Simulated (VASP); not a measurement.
# InSe (C2) in VASP: notebook, part 2 of 3

VASP 6.6.1. The steps go on from the part before.

## (3) Single point, PBE (atoms displaced along a vibrational mode, the cell strained)

File INCAR:

```
SYSTEM = InSe
PREC = Accurate ; ENCUT = 520
EDIFF = 1E-7 ; ISMEAR = 0
SIGMA = 0.05 ; LREAL = .FALSE.
LASPH = .TRUE. ; NELM = 100
ALGO = Normal ; ISIF = 2
LWAVE = .FALSE. ; LCHARG = .FALSE.
GGA = PE ; NBANDS = 27
```

File KPOINTS:

```
regular mesh
0
G
  8 8 6
  0 0 0
```

File POSCAR:

```
InSe
1.0
    5.5958799624     -1.9901958089     -0.3065999975
    5.5958799624      1.9901958089     -0.3065999975
   -1.7787110593      0.0000000000      5.8425948173
In Se
2 2
Direct
    0.8798970786      0.8959048326      0.0533034054
    0.1040951674      0.1201029214      0.9466965946
    0.6779663094      0.6546922176      0.6952062322
    0.3453077824      0.3220336906      0.3047937678
```

Potentials or basis: VASP PAW PBE potentials, release 64 (In_d, Se).

Started as:

```console
cat potpaw_PBE.64/In_d/POTCAR potpaw_PBE.64/Se/POTCAR > POTCAR
mpirun -np 1 vasp_std > vasp.out
```

OUTCAR:

```text
SYSTEM = InSe
   PREC = Accurate
   ENCUT = 520
   EDIFF = 1E-7
   ISMEAR = 0
   LREAL = .FALSE.
   LASPH = .TRUE.
   NELM = 100
   ISIF = 2
   GGA = PE

 ion  position               nearest neighbor table
   1  0.880  0.896  0.053-   4 2.65   3 2.69   4 2.77   2 2.80   2 3.54   2 3.54
   2  0.104  0.120  0.947-   3 2.65   4 2.69   3 2.77   1 2.80   1 3.54   1 3.54
   3  0.678  0.655  0.695-   2 2.65   1 2.69   2 2.77
   4  0.345  0.322  0.305-   1 2.65   2 2.69   1 2.77

  LATTYP: Found a base centered monoclinic cell.
 ALAT       =    11.2085460452
 B/A-ratio  =     0.3551211372
 C/A-ratio  =     0.5448833629
 COS(beta)  =    -0.3431415109

  Lattice vectors:

 A1 = (   5.5958799624,  -1.9901958089,  -0.3065999975)
 A2 = (   5.5958799624,   1.9901958089,  -0.3065999975)
 A3 = (  -1.7787110593,   0.0000000000,   5.8425948173)

Analysis of symmetry for initial positions (statically):
=====================================================================
 Subroutine PRICEL returns:
 Original cell was already a primitive cell.

 Routine SETGRP: Setting up the symmetry group for a
 base centered monoclinic supercell.

 Subroutine GETGRP returns: Found  2 space group operations
 (whereof  2 operations were pure point group operations)
 out of a pool of  4 trial point group operations.

The static configuration has the point symmetry C_2 .

Analysis of symmetry for dynamics (positions and initial velocities):
=====================================================================
 Subroutine PRICEL returns:
 Original cell was already a primitive cell.

 Routine SETGRP: Setting up the symmetry group for a
 base centered monoclinic supercell.

 Subroutine GETGRP returns: Found  2 space group operations
 (whereof  2 operations were pure point group operations)
 out of a pool of  4 trial point group operations.

The dynamic configuration has the point symmetry C_2 .

 Subroutine INISYM returns: Found  2 space group operations
 (whereof  2 operations are pure point group operations),
[... 120 lines left out ...]
     AMIX_MAG =   1.60;   BMIX_MAG =  1.00
  volume/ion in A,a.u.               =      31.99       215.89
  Fermi-wavevector in a.u.,A,eV,Ry     =   1.092206  2.063970 16.230572  1.192913
  Thomas-Fermi vector in A             =   2.228467
   LORBIT       =      0    0 simple, 1 ext, 2 COOP (PROOUT), +10 PAW based schemes
   GGA     = PE    functional components
   LHFCALC =     F    Hartree Fock is set to
   AEXX    =    0.0000 exact exchange contribution
   IVDW    =     0    specifies the selected vdW correction
   LEPSILON=     F    determine dielectric tensor
   LRPA    =     F    only Hartree local field effects (RPA)
 non-spin polarized calculation
 Gauss-broadening in eV      SIGMA  =   0.05
  energy-cutoff  :      520.00
  volume of cell :      127.97
 maximum number of plane-waves:      3473
 NGX is ok and might be reduce to    48
   NGX = 23   NGY = 23   NGZ = 23

 number of electron      38.0000007 magnetization

 Free energy of the ion-electron system (eV)
  ---------------------------------------------------
  ext. energy  EPLUGINS =         0.00000000
  ---------------------------------------------------
  free energy    TOTEN  =       -14.00349102 eV

  energy without entropy =      -14.00349102  energy(sigma->0) =      -14.00349102

 E-fermi :   3.2553     XC(G=0):  -8.4335

 val. band max:        2.9947216956   @ k =   0.5000   0.5000   0.0000
 cond. band min:       4.2710795905   @ k =   0.0000   0.0000   0.5000
 fundamental gap:      1.2763578950
 Fermi energy:         3.2553013931

 k-point     1 :       0.0000    0.0000    0.0000
  band No.  band energies     occupation
      1     -11.5360      2.00000
      2     -11.4173      2.00000
      3     -11.2454      2.00000
      4     -11.2015      2.00000
      5     -11.1630      2.00000
      6     -11.1615      2.00000
[... 709 lines left out ...]
     26      10.4214      0.00000
     27      10.8377      0.00000

 [... further k-points ...]

------------------------ aborting loop because EDIFF is reached ----------------------------------------

  FORCE on cell =-STRESS in cart. coord.  units (eV):
  Direction    XX          YY          ZZ          XY          YZ          ZX
  --------------------------------------------------------------------------------------
  -------------------------------------------------------------------------------------
  Total        1.1480667      0.8057042     -0.2659792      0.0000000      0.0000000      0.8364342
  in kB       14.3741773     10.0876853     -3.3301486      0.0000000      0.0000000     10.4724342
  external PRESSURE =       7.0439047 kB  Pullay stress =       0.0000000 kB

 VOLUME and BASIS-vectors are now :
 -----------------------------------------------------------------------------
  energy-cutoff  :      520.00
  volume of cell :      127.97
      direct lattice vectors                 reciprocal lattice vectors
     5.595879962 -1.990195809 -0.306599997     0.090867142 -0.251231561  0.027663460
     5.595879962  1.990195809 -0.306599997     0.090867142  0.251231561  0.027663460
    -1.778711059  0.000000000  5.842594817     0.009536812  0.000000000  0.174060202

 POSITION                                       TOTAL-FORCE (eV/Angst)
 -----------------------------------------------------------------------------------
      9.84236      0.03186     -0.23303         0.057724     -0.274408      0.190691
     -0.42931      0.03186      5.46243        -0.057724     -0.274408     -0.190691
      6.22083     -0.04632      3.65322        -0.177129      0.274408      0.164881
      3.19222     -0.04632      1.57618         0.177129      0.274408     -0.164881
 -----------------------------------------------------------------------------------
    total drift:                                0.000000      0.000109      0.000000

  FREE ENERGIE OF THE ION-ELECTRON SYSTEM (eV)
  ---------------------------------------------------
  free  energy   TOTEN  =       -14.0034910211 eV

  energy  without entropy=      -14.0034910211  energy(sigma->0) =      -14.00349102
```

stdout:

```text
POSCAR found type information on POSCAR InSe
 POSCAR found :  2 types and       4 ions
 scaLAPACK will be used
 LDA part: xc-table for (Slater+PW92), standard interpolation
 POSCAR, INCAR and KPOINTS ok, starting setup
 FFT: planning ... GRIDC
 FFT: planning ... GRID_SOFT
 FFT: planning ... GRID
 WAVECAR not read
 entering main loop
```

It took 6.4 min on 1 thread of Intel Xeon 6975P-C (Granite Rapids), shared host; peak memory 0.54 GiB.

What came out:

```yaml
Free_energy: -14.0035 eV
Pressure: 0.7 GPa
Largest_force: 0.366 eV/Å
Band_gap_on_the_k_mesh: 1.28 eV (least direct gap 1.39 eV)
```

Forces on the atoms (eV/Å):
```
In   0.058 -0.274  0.191
In  -0.058 -0.274 -0.191
Se  -0.177  0.274  0.165
Se   0.177  0.274 -0.165
```

Levels at points of the mesh, in eV from the valence-band top:
| k point | band 17 | band 18 | band 19 | band 20 | band 21 | band 22 |
| --- | --- | --- | --- | --- | --- | --- |
| (0.00, 0.00, 0.00) | -1.45 | -1.21 | -0.77 | 2.33 | 2.78 | 3.36 |
| (0.50, 0.00, 0.00) | -2.17 | -2.03 | -0.86 | 1.37 | 2.38 | 3.64 |
| (0.50, 0.50, 0.00) | -1.54 | -0.52 | 0.00 | 1.84 | 2.91 | 4.01 |
| (0.00, 0.00, 0.50) | -1.43 | -1.13 | -0.72 | 1.28 | 1.92 | 3.67 |
| (0.50, 0.00, 0.50) | -2.01 | -1.91 | -1.12 | 2.35 | 2.69 | 3.96 |
| (0.50, 0.50, 0.50) | -1.21 | -0.88 | -0.10 | 2.05 | 3.00 | 4.05 |

Caveat: the cell differs from its parent crystal (atoms displaced along a vibrational mode, the cell strained); spin-orbit coupling is left out, which moves the levels of the heavy elements. A k mesh can miss the band edges.

## (4) Single point, PBE (atoms displaced along a vibrational mode, the cell strained)

File INCAR:

```
SYSTEM = InSe
  PREC = Accurate
  ENCUT = 520
  EDIFF = 1E-6
  ISMEAR = 0
  SIGMA = 0.05
  LREAL = .FALSE.
  LASPH = .TRUE.
  NELM = 80
  ALGO = Normal
  ISIF = 2
  LWAVE = .FALSE.
  LCHARG = .TRUE.
  GGA = PE
  LELF = .TRUE.
  LVHAR = .TRUE.
  NBANDS = 27
```

File KPOINTS:

```
Automatic mesh
0
G
  8 8 6
  0 0 0
```

File POSCAR:

```
InSe
1.0
    5.8878909526     -2.1345623443      0.0453164279
    5.8878909526      2.1345623443      0.0453164279
   -1.5459825095      0.0000000000      5.0781431589
In Se
2 2
Direct
    0.8798970786      0.8959048326      0.0533034054
    0.1040951674      0.1201029214      0.9466965946
    0.6779663094      0.6546922176      0.6952062322
    0.3453077824      0.3220336906      0.3047937678
```

Started as:

```console
cat potpaw_PBE.64/In_d/POTCAR potpaw_PBE.64/Se/POTCAR > POTCAR
mpirun -np 1 vasp_std > vasp.out
```

Run time: 5.3 min. Hardware: 1 thread of Intel Xeon 6975P-C (Granite Rapids), shared host; peak memory 0.51 GiB.

Results (log left out):

| Property | Result |
| --- | --- |
| Free energy | -14.0036 eV |
| Pressure | -0.4 GPa |
| Largest force | 0.473 eV/Å |
| Band gap on the k mesh | 0.84 eV (least direct gap 0.99 eV) |

Forces in eV/Å, atoms in the order of the input:
```
In   0.030 -0.375 -0.236
In  -0.030 -0.375  0.236
Se   0.205  0.375 -0.201
Se  -0.205  0.375  0.201
```

Stress tensor (GPa, compression positive):
```
-1.16  0.00 -1.02
 0.00 -0.28  0.00
-1.02  0.00  0.39
```

Levels at points of the mesh, in eV from the valence-band top:
```tsv
k point	band 15	band 16	band 17	band 18	band 19	band 20	band 21	band 22	band 23	band 24
(0.00, 0.00, 0.00)	-3.50	-2.27	-1.94	-1.41	-1.05	1.95	2.39	3.07	4.44	5.25
(0.50, 0.00, 0.00)	-2.48	-2.21	-1.93	-1.67	-1.42	1.67	2.30	3.70	3.94	4.37
(0.50, 0.50, 0.00)	-2.56	-2.44	-1.26	-1.13	0.00	1.08	2.18	3.34	3.58	5.16
(0.00, 0.00, 0.50)	-2.54	-2.10	-1.49	-1.46	-0.56	0.84	1.69	3.02	3.78	6.08
(0.50, 0.00, 0.50)	-3.06	-2.86	-2.12	-1.95	-1.27	2.07	3.07	3.52	4.35	5.80
(0.50, 0.50, 0.50)	-2.36	-2.13	-1.53	-0.99	-0.48	1.66	2.52	3.29	4.73	4.97
```

Caveat: the cell differs from its parent crystal (atoms displaced along a vibrational mode, the cell strained); spin-orbit coupling is left out, which moves the levels of the heavy elements.

[end of part 2 of 3]
